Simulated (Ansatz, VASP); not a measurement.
Rh: VASP beside Ansatz

INCAR

```
SYSTEM = Rh
PREC = Accurate ; ENCUT = 520
EDIFF = 1E-7 ; ISMEAR = -1
SIGMA = 0.05 ; LREAL = .FALSE.
LASPH = .TRUE. ; NELM = 100
ALGO = Fast ; ISIF = 2
LWAVE = .FALSE. ; LCHARG = .FALSE.
GGA = PE ; NBANDS = 14
```

The input KPOINTS:

```
Automatic mesh
0
G
  12 12 12
  0 0 0
```

Contents of POSCAR:

```
Rh
1.0
   -0.0393340000      1.8830950000      1.9624630000
    1.9019270000      0.0328110000      1.8903180000
    1.9246520000      1.8336750000      0.0100860000
Rh
1
Direct
    0.0047670000      0.0035010000     -0.0058200000
```

Contents of input.yaml:

```yaml
crystal:
  lattice:
    - [-0.039334, 1.883095, 1.962463]
    - [1.901927, 0.032811, 1.890318]
    - [1.924652, 1.833675, 0.010086]
  atoms:
    - { symbol: Rh, position: [0.004767, 0.003501, -0.00582] }
kpoints:
  mp_grid: { grid: [12, 12, 12] }
scf:
  occupations: { method: fermi_dirac, width: 0.05 }
hamiltonian:
  xc: pbe
  pseudopotentials: { kind: all_electron, lapw: { basis_error: 0.001 } }
output:
  forces: true
  stress: true
  eigenvalues: true
  populations: true
```

Change from the starting cell: cell strained at random at fixed volume.

Alike in both runs: task single point; functional PBE; k mesh 12 × 12 × 12; occupations fermi-dirac, width 0.05 eV; no spin polarisation.

|  | VASP | Ansatz |
| --- | --- | --- |
| version | VASP 6.6.1 | Ansatz 0.2.0 |
| potentials or method | VASP PAW PBE potentials, release 64 (Rh_pv), cutoff 520 eV | all-electron LAPW, scalar-relativistic |

Ansatz gave:

| Quantity | Value |
| --- | --- |
| gap on the k mesh at the Fermi level (eV) | none |
| pressure (GPa) | 8.5 |
| traceless stress, the component that is largest in VASP (GPa) | -10.08 |

**Question.** What did VASP give for the same quantities?

**Answer.** gap on the k mesh at the Fermi level (eV): none; pressure (GPa): 8.6; traceless stress, the component that is largest in VASP (GPa): -10.07.

A gap of «none» marks a metal or a gap that the smearing closes. Ansatz ran all-electron here, and VASP with PAW potentials.
